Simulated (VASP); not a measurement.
# NaF (P4/mmm) in VASP: settings compared

NaF is run at these levels: PBE, r2SCAN; tasks: single point.

Everything below comes from runs of VASP 6.6.1. Logs are shortened: lines on timing, memory, paths and dates and some standing lists are left out, and cuts for length are marked.

### Step 1. The cell of the first run

It takes space group P4/mmm (No. 123, tetragonal). The conventional cell has a = 2.793 Å, b = 2.793 Å, c = 2.673 Å, α = 90.00°, β = 90.00°, γ = 90.00°. Na (site symmetry 4/mmm) has 8 F at 2.38 Å and 6 Na at 2.67 to 2.79 Å within 3.2 Å. F (site symmetry 4/mmm) has 8 Na at 2.38 Å and 6 F at 2.67 to 2.79 Å within 3.2 Å.

### Step 2. Single point, PBE (uniaxial x strain -4.3%)

Input file INCAR:

```
PREC = Accurate
ENCUT = 520
EDIFF = 1E-7
ISMEAR = -1
SIGMA = 0.02
LREAL = F
LASPH = T
NELM = 100
ALGO = Normal
ISIF = 2
LWAVE = F
LCHARG = F
GGA = PE
NBANDS = 14
```

Input file KPOINTS:

```
Automatic mesh
0
Gamma
  10 10 10
```

Input file POSCAR:

```
NaF
1.0
    2.6728066571      0.0000000000      0.0000000000
    0.0000000000      2.7934852186      0.0000000000
    0.0000000000      0.0000000000      2.7934852186
Na F
1 1
Direct
    0.0000000000      0.0000000000      0.0000000000
    0.5000000000      0.5000000000      0.5000000000
```

Potentials or basis: VASP PAW PBE potentials, release 64 (Na_pv, F).

On the command line:

```
cat potpaw_PBE.64/Na_pv/POTCAR potpaw_PBE.64/F/POTCAR > POTCAR
mpirun -np 1 vasp_std > vasp.out
```

OUTCAR:

```text
PREC = Accurate
   ENCUT = 520
   EDIFF = 1E-7
   ISMEAR = -1
   LREAL = F
   LASPH = T
   NELM = 100
   ISIF = 2
   GGA = PE

 ion  position               nearest neighbor table
   1  0.000  0.000  0.000-
   2  0.500  0.500  0.500-

  LATTYP: Found a simple tetragonal cell.
 ALAT       =     2.7934852186
 C/A-ratio  =     0.9568000000

  Lattice vectors:

 A1 = (   0.0000000000,   2.7934852186,   0.0000000000)
 A2 = (   0.0000000000,   0.0000000000,   2.7934852186)
 A3 = (   2.6728066571,   0.0000000000,   0.0000000000)

Analysis of symmetry for initial positions (statically):
=====================================================================
 Subroutine PRICEL returns:
 Original cell was already a primitive cell.

 Routine SETGRP: Setting up the symmetry group for a
 simple tetragonal supercell.

 Subroutine GETGRP returns: Found 16 space group operations
 (whereof 16 operations were pure point group operations)
 out of a pool of 16 trial point group operations.

The static configuration has the point symmetry D_4h.

Analysis of symmetry for dynamics (positions and initial velocities):
=====================================================================
 Subroutine PRICEL returns:
 Original cell was already a primitive cell.

 Routine SETGRP: Setting up the symmetry group for a
 simple tetragonal supercell.

 Subroutine GETGRP returns: Found 16 space group operations
 (whereof 16 operations were pure point group operations)
 out of a pool of 16 trial point group operations.

The dynamic configuration has the point symmetry D_4h.

 Subroutine INISYM returns: Found 16 space group operations
 (whereof 16 operations are pure point group operations),
 and found     1 'primitive' translations

----------------------------------------------------------------------------------------

                                     Primitive cell

  volume of cell :      20.8574

  direct lattice vectors                    reciprocal lattice vectors
     2.672806657  0.000000000  0.000000000     0.374138547  0.000000000  0.000000000
     0.000000000  2.793485219  0.000000000     0.000000000  0.357975762  0.000000000
     0.000000000  0.000000000  2.793485219     0.000000000  0.000000000  0.357975762

  length of vectors
     2.672806657  2.793485219  2.793485219     0.374138547  0.357975762  0.357975762
[... 81 lines left out ...]
   EDIFF  = 0.1E-06   stopping-criterion for ELM
   LREAL  =      F    real-space projection
   EDIFFG = 0.1E-05   stopping-criterion for IOM
   NSW    =      0    number of steps for IOM
   IBRION =     -1    ionic relax: 0-MD 1-quasi-New 2-CG
   NFREE  =      0    steps in history (QN), initial steepest desc. (CG)
   ISIF   =      2    stress and relaxation
   ISYM   =      2    0-nonsym 1-usesym 2-fastsym
   POTIM  = 0.5000    time-step for ionic-motion
   TEBEG  =    0.0;   TEEND  =   0.0 temperature during run
   PSTRESS=    0.0 pullay stress
   NELECT =      14.0000    total number of electrons
   NUPDOWN=      -1.0000    fix difference up-down
   EMIN   =  10.00;   EMAX   =-10.00  energy-range for DOS
   EFERMI =   0.00;   METHOD = LEGACY
   ISMEAR =    -1;   SIGMA  =   0.02  broadening in eV -4-tet -1-fermi 0-gaus
   EFERMI_NEDOS =   21; number of points for ismear=-14 and -15
   IALGO  =     38    algorithm
   IMIX   =      4    mixing-type and parameters
     AMIX     =   0.40;   BMIX     =  1.00
     AMIX_MAG =   1.60;   BMIX_MAG =  1.00
  volume/ion in A,a.u.               =      10.43        70.38
  Fermi-wavevector in a.u.,A,eV,Ry     =   1.433389  2.708713 27.954586  2.054604
  Thomas-Fermi vector in A             =   2.552913
   LORBIT       =      0    0 simple, 1 ext, 2 COOP (PROOUT), +10 PAW based schemes
   GGA     = PE    functional components
   LHFCALC =     F    Hartree Fock is set to
   AEXX    =    0.0000 exact exchange contribution
   IVDW    =     0    specifies the selected vdW correction
   LEPSILON=     F    determine dielectric tensor
   LRPA    =     F    only Hartree local field effects (RPA)
 non-spin polarized calculation
  energy-cutoff  :      520.00
  volume of cell :       20.86
 maximum number of plane-waves:       576
 NGX is ok and might be reduce to    20
   NGX =  9   NGY = 11   NGZ = 11

 number of electron      13.9999994 magnetization

 Free energy of the ion-electron system (eV)
  ---------------------------------------------------
  ext. energy  EPLUGINS =         0.00000000
  ---------------------------------------------------
  free energy    TOTEN  =        -8.17892120 eV

  energy without entropy =       -8.17892120  energy(sigma->0) =       -8.17892120

 E-fermi :   0.3269     XC(G=0): -10.1568

 val. band max:       -0.1657713264   @ k =   0.0000   0.5000   0.5000
 cond. band min:       6.0502031288   @ k =   0.0000   0.0000   0.0000
 fundamental gap:      6.2159744552
 Fermi energy:         0.3268837963

 k-point     1 :       0.0000    0.0000    0.0000
  band No.  band energies     occupation
      1     -20.3638      2.00000
      2     -20.3214      2.00000
      3     -20.3214      2.00000
      4     -20.2980      2.00000
      5      -0.8025      2.00000
      6      -0.8025      2.00000
      7      -0.4649      2.00000
      8       6.0502      0.00000
      9      15.2060      0.00000
     10      16.0969      0.00000
     11      23.9085      0.00000
     12      23.9085      0.00000
     13      25.3848      0.00000
     14      30.6432      0.00000
[... 377 lines left out ...]
      1     -20.8946      2.00000
      2     -20.4565      2.00000
      3     -20.2597      2.00000
      4     -19.5513      2.00000
      5      -2.6658      2.00000
      6      -1.7339      2.00000
      7      -0.4852      2.00000
      8      12.2791      0.00000
      9      12.8627      0.00000
     10      16.5484      0.00000
     11      18.2709      0.00000
     12      23.5641      0.00000
     13      24.1017      0.00000
     14      27.8873      0.00000

 [... further k-points ...]
[... 5 lines left out ...]
  --------------------------------------------------------------------------------------
  -------------------------------------------------------------------------------------
  Total        1.6813172      0.6445830      0.6445830     -0.0000000      0.0000000     -0.0000000
  in kB      129.1516414     49.5141284     49.5141284     -0.0000000      0.0000000     -0.0000000
  external PRESSURE =      76.0599661 kB  Pullay stress =       0.0000000 kB

 VOLUME and BASIS-vectors are now :
 -----------------------------------------------------------------------------
  energy-cutoff  :      520.00
  volume of cell :       20.86
      direct lattice vectors                 reciprocal lattice vectors
     2.672806657  0.000000000  0.000000000     0.374138547  0.000000000  0.000000000
     0.000000000  2.793485219  0.000000000     0.000000000  0.357975762  0.000000000
     0.000000000  0.000000000  2.793485219     0.000000000  0.000000000  0.357975762

 POSITION                                       TOTAL-FORCE (eV/Angst)
 -----------------------------------------------------------------------------------
      0.00000      0.00000      0.00000         0.000000      0.000000      0.000000
      1.33640      1.39674      1.39674         0.000000      0.000000      0.000000
 -----------------------------------------------------------------------------------
    total drift:                                0.000000      0.000000      0.000000

  FREE ENERGIE OF THE ION-ELECTRON SYSTEM (eV)
  ---------------------------------------------------
  free  energy   TOTEN  =        -8.1789212003 eV

  energy  without entropy=       -8.1789212003  energy(sigma->0) =       -8.17892120
```

OSZICAR:

```text
N       E                     dE             d eps       ncg     rms          rms(c)
DAV:   1     0.106057185207E+03    0.10606E+03   -0.77685E+03  3602   0.130E+03
DAV:   2    -0.404295952088E+01   -0.11010E+03   -0.10284E+03  4016   0.352E+02
DAV:   3    -0.903979703577E+01   -0.49968E+01   -0.49889E+01  4134   0.669E+01
DAV:   4    -0.907431299766E+01   -0.34516E-01   -0.34515E-01  4068   0.596E+00
DAV:   5    -0.907460878276E+01   -0.29579E-03   -0.29578E-03  4248   0.549E-01    0.521E+00
DAV:   6    -0.821939700138E+01    0.85521E+00   -0.24609E+00  4160   0.149E+01    0.167E+00
DAV:   7    -0.819229036429E+01    0.27107E-01   -0.31774E-02  3684   0.297E+00    0.101E+00
DAV:   8    -0.817849913429E+01    0.13791E-01   -0.22432E-02  3738   0.395E+00    0.120E-01
DAV:   9    -0.817896245581E+01   -0.46332E-03   -0.34428E-03  4248   0.560E-01    0.725E-02
DAV:  10    -0.817892144375E+01    0.41012E-04   -0.29939E-04  3810   0.185E-01    0.611E-03
DAV:  11    -0.817892117423E+01    0.26951E-06   -0.12467E-05  4218   0.823E-02    0.294E-03
DAV:  12    -0.817892126108E+01   -0.86848E-07   -0.12928E-06  3870   0.149E-02    0.122E-03
DAV:  13    -0.817892120027E+01    0.60816E-07   -0.16132E-07  3780   0.389E-03
   1 F= -.81789212E+01 E0= -.81789212E+01  d E =-.752840E-13
```

stdout:

```text
POSCAR found type information on POSCAR NaF
 POSCAR found :  2 types and       2 ions
 scaLAPACK will be used
 LDA part: xc-table for (Slater+PW92), standard interpolation
 POSCAR, INCAR and KPOINTS ok, starting setup
 FFT: planning ... GRIDC
 FFT: planning ... GRID_SOFT
 FFT: planning ... GRID
 WAVECAR not read
 entering main loop
```

It took 29 s on 1 thread of Intel Xeon 8259CL, shared host; peak memory 0.15 GiB.

Results:

| Quantity | Value |
| --- | --- |
| Free energy | -8.1789 eV |
| Pressure | 7.6 GPa |
| Band gap on the k mesh | 6.22 eV (least direct gap 6.52 eV) |

Caveat: the cell differs from its parent crystal (uniaxial x strain -4.3%); the cell stands under pressure.

### Step 3. Single point, PBE (epitaxial xy strain -1.7%)

Input file INCAR:

```
SYSTEM = NaF
  PREC = Accurate
  ENCUT = 520
  EDIFF = 1E-6
  ISMEAR = -1
  SIGMA = 0.02
  LREAL = .FALSE.
  LASPH = .TRUE.
  NELM = 100
  ALGO = Normal
  ISIF = 2
  LWAVE = .FALSE.
  LCHARG = .FALSE.
  GGA = PE
  NBANDS = 14
```

Input file KPOINTS:

```
regular mesh
0
G
  10 10 10
  0 0 0
```

Input file POSCAR:

```
NaF
1.0
    2.7457166213      0.0000000000      0.0000000000
    0.0000000000      2.7457166213      0.0000000000
    0.0000000000      0.0000000000      2.7957006962
Na F
1 1
Direct
    0.0000000000      0.0000000000      0.0000000000
    0.5000000000      0.5000000000      0.5000000000
```

Potentials or basis: VASP PAW PBE potentials, release 64 (Na_pv, F).

On the command line:

```
cat potpaw_PBE.64/Na_pv/POTCAR potpaw_PBE.64/F/POTCAR > POTCAR
mpirun -np 1 vasp_std > vasp.out
```

It took 29 s on 1 thread of Intel Xeon 8259CL, shared host; peak memory 0.15 GiB.

It converged, with:

* Free energy: -8.2018 eV
* Pressure: 6.7 GPa
* Band gap on the k mesh: 6.30 eV (least direct gap 6.64 eV)

Stress tensor (GPa, compression positive):
```
7.76 0.00 0.00
0.00 7.76 0.00
0.00 0.00 4.56
```

Levels at points of the mesh, in eV from the valence-band top:
| k point | band 5 | band 6 | band 7 | band 8 | band 9 | band 10 |
| --- | --- | --- | --- | --- | --- | --- |
| (0.00, 0.00, 0.00) | -0.47 | -0.34 | -0.34 | 6.30 | 15.73 | 16.07 |
| (0.50, 0.00, 0.00) | -2.81 | -0.34 | -0.20 | 11.11 | 12.26 | 20.20 |
| (0.50, 0.50, 0.00) | -1.99 | -1.99 | -0.10 | 12.26 | 15.71 | 15.71 |
| (0.00, 0.00, 0.50) | -2.82 | -0.23 | -0.23 | 11.12 | 12.03 | 20.24 |
| (0.50, 0.00, 0.50) | -2.04 | -1.98 | 0.00 | 12.12 | 15.49 | 15.69 |
| (0.50, 0.50, 0.50) | -1.80 | -1.80 | -1.75 | 14.65 | 14.65 | 14.66 |

Caveat: the cell differs from its parent crystal (epitaxial xy strain -1.7%); the cell stands under pressure. A k mesh can miss the band edges.

(Continued in part 2 of 2.)
